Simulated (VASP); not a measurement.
# Cr2TeSe (P-6m2) in VASP: single point with PBE

Aim: the single point of Cr2TeSe with PBE.

Everything below comes from runs of VASP 6.6.1. Logs are shortened: lines on timing, memory, paths and dates and some standing lists are left out, and cuts for length are marked.

### 1 The cell of the first run

The structure is hexagonal, space group P-6m2 (No. 187). The conventional cell has a = 3.961 Å, b = 3.961 Å, c = 6.338 Å, α = 90.00°, β = 90.00°, γ = 120.00°. Te (site symmetry -6m2) has 6 Cr at 2.83 Å within 3.7 Å. Within 3.6 Å of Se (site symmetry -6m2) lie 6 Cr at 2.74 Å. Cr (site symmetry 3m) has 3 Se at 2.74 Å and 3 Te at 2.83 Å and 2 Cr at 3.01 to 3.32 Å within 3.6 Å.

### 2 Single point, PBE, collinear spin, ferromagnetic start

INCAR reads:

```
SYSTEM = Cr2TeSe
  PREC = Accurate
  ENCUT = 520
  EDIFF = 1E-6
  ISMEAR = -1
  SIGMA = 0.05
  LREAL = .FALSE.
  LASPH = .TRUE.
  NELM = 150
  ALGO = Normal
  ISIF = 2
  LWAVE = .FALSE.
  LCHARG = .FALSE.
  ISPIN = 2
  MAGMOM = 0 0 4.5 4.5
  LORBIT = 11
  LMAXMIX = 4
  GGA = PE
  NBANDS = 30
```

KPOINTS reads:

```
regular mesh
0
G
  8 8 4
  0 0 0
```

POSCAR reads:

```
Cr2TeSe
1.0
    3.9613896758      0.0000000000      0.0000000000
   -1.9806948379      3.4306640936      0.0000000000
    0.0000000000      0.0000000000      6.3377750000
Te Se Cr
1 1 2
Direct
    0.0000000000      0.0000000000      0.5000000000
    0.3333333333      0.6666666667      0.0000000000
    0.6666666667      0.3333333333      0.7622540000
    0.6666666667      0.3333333333      0.2377460000
```

Potentials or basis: VASP PAW PBE potentials, release 64 (Te, Se, Cr_pv).

The run is started by

```
$ cat potpaw_PBE.64/Te/POTCAR potpaw_PBE.64/Se/POTCAR potpaw_PBE.64/Cr_pv/POTCAR > POTCAR
$ mpirun -np 1 vasp_std > vasp.out
```

OUTCAR:

```text
SYSTEM = Cr2TeSe
   PREC = Accurate
   ENCUT = 520
   EDIFF = 1E-6
   ISMEAR = -1
   LREAL = .FALSE.
   LASPH = .TRUE.
   NELM = 150
   ISIF = 2
   ISPIN = 2
   LORBIT = 11
   GGA = PE

 ion  position               nearest neighbor table
   1  0.000  0.000  0.500-   3 2.83   4 2.83   3 2.83   4 2.83   3 2.83   4 2.83
   2  0.333  0.667  0.000-   3 2.74   4 2.74   3 2.74   4 2.74   3 2.74   4 2.74
   3  0.667  0.333  0.762-   2 2.74   2 2.74   2 2.74   1 2.83   1 2.83   1 2.83   4 3.01
   4  0.667  0.333  0.238-   2 2.74   2 2.74   2 2.74   1 2.83   1 2.83   1 2.83   3 3.01

  LATTYP: Found a hexagonal cell.
 ALAT       =     3.9613896758
 C/A-ratio  =     1.5998867869

  Lattice vectors:

 A1 = (   3.9613896758,   0.0000000000,   0.0000000000)
 A2 = (  -1.9806948379,   3.4306640936,   0.0000000000)
 A3 = (   0.0000000000,   0.0000000000,   6.3377750000)

Analysis of symmetry for initial positions (statically):
=====================================================================
 Subroutine PRICEL returns:
 Original cell was already a primitive cell.

 Routine SETGRP: Setting up the symmetry group for a
 hexagonal supercell.

 Subroutine GETGRP returns: Found 12 space group operations
 (whereof 12 operations were pure point group operations)
 out of a pool of 24 trial point group operations.

The static configuration has the point symmetry D_3h.

Analysis of symmetry for dynamics (positions and initial velocities):
=====================================================================
 Subroutine PRICEL returns:
 Original cell was already a primitive cell.

 Routine SETGRP: Setting up the symmetry group for a
 hexagonal supercell.

 Subroutine GETGRP returns: Found 12 space group operations
 (whereof 12 operations were pure point group operations)
 out of a pool of 24 trial point group operations.

The dynamic configuration has the point symmetry D_3h.

Analysis of structural, dynamic, and magnetic symmetry:
=====================================================================
 Subroutine PRICEL returns:
 Original cell was already a primitive cell.

 Routine SETGRP: Setting up the symmetry group for a
 hexagonal supercell.

 Subroutine GETGRP returns: Found 12 space group operations
 (whereof 12 operations were pure point group operations)
 out of a pool of 24 trial point group operations.

The overall configuration has the point symmetry D_3h.

 Subroutine INISYM returns: Found 12 space group operations
 (whereof 12 operations are pure point group operations),
 and found     1 'primitive' translations

----------------------------------------------------------------------------------------
[... 127 lines left out ...]
   LRPA    =     F    only Hartree local field effects (RPA)
 spin polarized calculation
  energy-cutoff  :      520.00
  volume of cell :       86.13
 maximum number of plane-waves:      2364
 NGX is ok and might be reduce to    30
   NGX = 15   NGY = 15   NGZ = 23

 number of electron      36.0000007 magnetization       7.8607777

 Free energy of the ion-electron system (eV)
  ---------------------------------------------------
  ext. energy  EPLUGINS =         0.00000000
  ---------------------------------------------------
  free energy    TOTEN  =       -26.25116581 eV

  energy without entropy =      -26.23840023  energy(sigma->0) =      -26.24478302

 E-fermi :   7.0344     XC(G=0): -10.3392

 val. band max:        6.9990569205   @ k =   0.5000   0.0000   0.2500
 cond. band min:       7.0655210376   @ k =   0.3750   0.2500   0.0000
 fundamental gap:      0.0664641171
 Fermi energy:         7.0344183921

 spin component 1

 k-point     1 :       0.0000    0.0000    0.0000
  band No.  band energies     occupation
      1     -37.4013      1.00000
      2     -37.3630      1.00000
      3     -37.3630      1.00000
      4     -37.3572      1.00000
      5     -37.3572      1.00000
      6     -37.3410      1.00000
[... 781 lines left out ...]
     29      12.8927      0.00000
     30      12.8928      0.00000

 [... further k-points ...]

 spin component 2

 k-point     1 :       0.0000    0.0000    0.0000
  band No.  band energies     occupation
      1     -33.7646      1.00000
      2     -33.6958      1.00000
      3     -33.6940      1.00000
      4     -33.6940      1.00000
      5     -33.6870      1.00000
      6     -33.6870      1.00000
[... 781 lines left out ...]
     29      15.2778      0.00000
     30      15.7503      0.00000

 [... further k-points ...]

------------------------ aborting loop because EDIFF is reached ----------------------------------------

  FORCE on cell =-STRESS in cart. coord.  units (eV):
  Direction    XX          YY          ZZ          XY          YZ          ZX
  --------------------------------------------------------------------------------------
  -------------------------------------------------------------------------------------
  Total       -0.3989433     -0.3989433     -0.4883558      0.0000000      0.0000000     -0.0000000
  in kB       -7.4209450     -7.4209450     -9.0841511      0.0000000      0.0000000     -0.0000000
  external PRESSURE =      -7.9753471 kB  Pullay stress =       0.0000000 kB

 VOLUME and BASIS-vectors are now :
 -----------------------------------------------------------------------------
  energy-cutoff  :      520.00
  volume of cell :       86.13
      direct lattice vectors                 reciprocal lattice vectors
     3.961389676  0.000000000  0.000000000     0.252436665  0.145744377  0.000000000
    -1.980694838  3.430664094  0.000000000     0.000000000  0.291488753  0.000000000
     0.000000000  0.000000000  6.337775000     0.000000000  0.000000000  0.157784080

 POSITION                                       TOTAL-FORCE (eV/Angst)
 -----------------------------------------------------------------------------------
      0.00000      0.00000      3.16889        -0.000000      0.000000      0.000000
     -0.00000      2.28711      0.00000        -0.000000     -0.000000      0.000000
      1.98069      1.14355      4.83099         0.000000      0.000000      0.003553
      1.98069      1.14355      1.50678         0.000000     -0.000000     -0.003553
 -----------------------------------------------------------------------------------
    total drift:                               -0.000000      0.000000      0.000000

  FREE ENERGIE OF THE ION-ELECTRON SYSTEM (eV)
  ---------------------------------------------------
  free  energy   TOTEN  =       -26.2511658063 eV

  energy  without entropy=      -26.2384002345  energy(sigma->0) =      -26.24478302

 total charge

# of ion       s       p       d       tot
------------------------------------------
    1        1.356   2.052   0.046   3.454
    2        1.454   2.347   0.035   3.836
    3        0.213   6.156   4.150  10.519
    4        0.213   6.156   4.150  10.519
--------------------------------------------------
tot          3.235  16.710   8.382  28.327

 magnetization (x)

# of ion       s       p       d       tot
------------------------------------------
    1        0.007  -0.158   0.025  -0.126
    2        0.017  -0.117   0.020  -0.079
    3        0.051   0.034   3.589   3.673
    4        0.051   0.034   3.589   3.673
--------------------------------------------------
tot          0.125  -0.207   7.223   7.141
```

OSZICAR:

```text
N       E                     dE             d eps       ncg     rms          rms(c)
DAV:   1     0.336347869663E+03    0.33635E+03   -0.18893E+04  3744   0.117E+03
DAV:   2    -0.719986657459E+01   -0.34355E+03   -0.32775E+03  3732   0.342E+02
DAV:   3    -0.261745310097E+02   -0.18975E+02   -0.18569E+02  4324   0.862E+01
DAV:   4    -0.265627106221E+02   -0.38818E+00   -0.38771E+00  3976   0.116E+01
DAV:   5    -0.265749307815E+02   -0.12220E-01   -0.12218E-01  5464   0.195E+00    0.137E+01
DAV:   6    -0.260484214326E+02    0.52651E+00   -0.57061E+00  3986   0.212E+01    0.942E+00
DAV:   7    -0.262462875494E+02   -0.19787E+00   -0.89442E-01  3990   0.901E+00    0.425E+00
DAV:   8    -0.262530804745E+02   -0.67929E-02   -0.78471E-02  4184   0.199E+00    0.229E+00
DAV:   9    -0.262496655263E+02    0.34149E-02   -0.79347E-03  4406   0.656E-01    0.449E-01
DAV:  10    -0.262509667579E+02   -0.13012E-02   -0.21222E-03  4290   0.327E-01    0.193E-01
DAV:  11    -0.262511061842E+02   -0.13943E-03   -0.26844E-04  4242   0.889E-02    0.952E-02
DAV:  12    -0.262511593546E+02   -0.53170E-04   -0.75563E-05  4194   0.510E-02    0.297E-02
DAV:  13    -0.262511649958E+02   -0.56412E-05   -0.11205E-05  4194   0.212E-02    0.121E-02
DAV:  14    -0.262511658063E+02   -0.81052E-06   -0.20201E-06  3610   0.729E-03
   1 F= -.26251166E+02 E0= -.26244783E+02  d E =-.127656E-01  mag=     7.8603
```

It took 2.8 min on 1 thread of Intel Xeon 8259CL, shared host; peak memory 0.31 GiB.

What came out:

```
Free energy                                           : -26.2512 eV
Pressure                                              : -0.8 GPa
Largest force                                         : 0.004 eV/Å
Net moment                                            : 7.86 μB per cell
Site moments                                          : Te -0.13; Se -0.08; Cr +3.67 μB
Valence electrons inside the program's atomic spheres : Te 3.45; Se 3.84; Cr 10.52
```

Forces in eV/Å, atoms in the order of the input:
```
Te   0.000  0.000  0.000
Se   0.000  0.000  0.000
Cr   0.000  0.000  0.004
Cr   0.000  0.000 -0.004
```

Levels at points of the mesh, in eV from the Fermi level:
Spin up:
```tsv
k point	band 19	band 20	band 21	band 22	band 23	band 24	band 25	band 26
(0.00, 0.00, 0.00)	-1.20	-1.20	-1.12	-0.40	1.35	1.64	1.64	2.98
(0.50, 0.00, 0.00)	-1.35	-1.24	-1.08	-0.56	0.52	1.63	2.96	3.56
(0.00, 0.00, 0.50)	-1.73	-1.22	0.38	0.38	1.00	1.00	3.07	4.10
(0.50, 0.00, 0.50)	-1.39	-1.23	-0.33	0.14	0.37	0.37	1.86	2.52
```
Spin down:
```
           k point  band 12  band 13  band 14  band 15  band 16  band 17
(0.00, 0.00, 0.00)    -1.20    -1.20    -1.13     0.03     0.86     0.86
(0.50, 0.00, 0.00)    -3.48    -3.32    -2.74    -0.30     1.34     1.59
(0.00, 0.00, 0.50)    -2.84    -1.97    -1.97     0.95     1.30     1.30
(0.50, 0.00, 0.50)    -3.18    -2.95    -2.73     0.58     0.72     1.96
```

Caveat: spin-orbit coupling is left out, which moves the levels of the heavy elements; only a ferromagnetic start was run, and an antiferromagnetic order may lie lower in energy. With open d or f shells a metallic result of PBE can be an artefact of self-interaction; +U or a hybrid may open a gap.
